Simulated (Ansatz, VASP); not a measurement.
## Two plane-wave programs on Cd

INCAR

```
SYSTEM = Cd
ALGO = Normal ; EDIFF = 1E-6
ENCUT = 520 ; GGA = RP
ISIF = 2 ; ISMEAR = -1
LASPH = .TRUE. ; LCHARG = .FALSE.
LREAL = .FALSE. ; LWAVE = .FALSE.
NBANDS = 12 ; NELM = 60
PREC = Accurate ; SIGMA = 0.1
```

Contents of KPOINTS:

```
k-points
0
G
  14 14 14
  0 0 0
```

POSCAR

```
Cd
1.0
   -1.8165056960      1.8165056960      1.8165056960
    1.8165056960     -1.8165056960      1.8165056960
    1.8165056960      1.8165056960     -1.8165056960
Cd
1
Direct
    0.0000000000      0.0000000000      0.0000000000
```

Input for Ansatz:

```yaml
crystal:
  lattice:
    - [-1.816505696, 1.816505696, 1.816505696]
    - [1.816505696, -1.816505696, 1.816505696]
    - [1.816505696, 1.816505696, -1.816505696]
  atoms:
    - { symbol: Cd, position: [0.0, 0.0, 0.0] }
hamiltonian:
  xc: rpbe
  pseudopotentials:
    kind: paw
    azcp:
      Cd: "pseudopotentials/Cd.paw.azcp"
basis:
  ecutwfc: 420
  fft_grid_basis: typed
kpoints:
  mp_grid: { grid: [14, 14, 14], shift: [0, 0, 0] }
magnetization:
  spin_polarized: false
scf:
  occupations: { method: fermi_dirac, width: 0.1 }
  lower_state_search: "off"
output:
  stress: true
```

Alike in both runs: task single point; functional RPBE; k mesh 14 × 14 × 14; occupations fermi-dirac, width 0.1 eV; no spin polarisation.

|  | VASP | Ansatz |
| --- | --- | --- |
| version | VASP 6.6.1 | Ansatz 0.2.0 |
| potentials or method | VASP PAW PBE potentials, release 64 (Cd), cutoff 520 eV | plane waves (420 eV) with PAW, scalar-relativistic |
| valence electrons in the cell | 12 | 20 |

```tsv
	VASP	Ansatz	Ansatz less VASP
pressure (GPa)	1.6	1.4	-0.17
```

VASP's potentials were made for PBE, not for RPBE. VASP's potentials hold 12 valence electrons a cell and Ansatz's 20, so a difference there can come from the potentials and not from the codes.
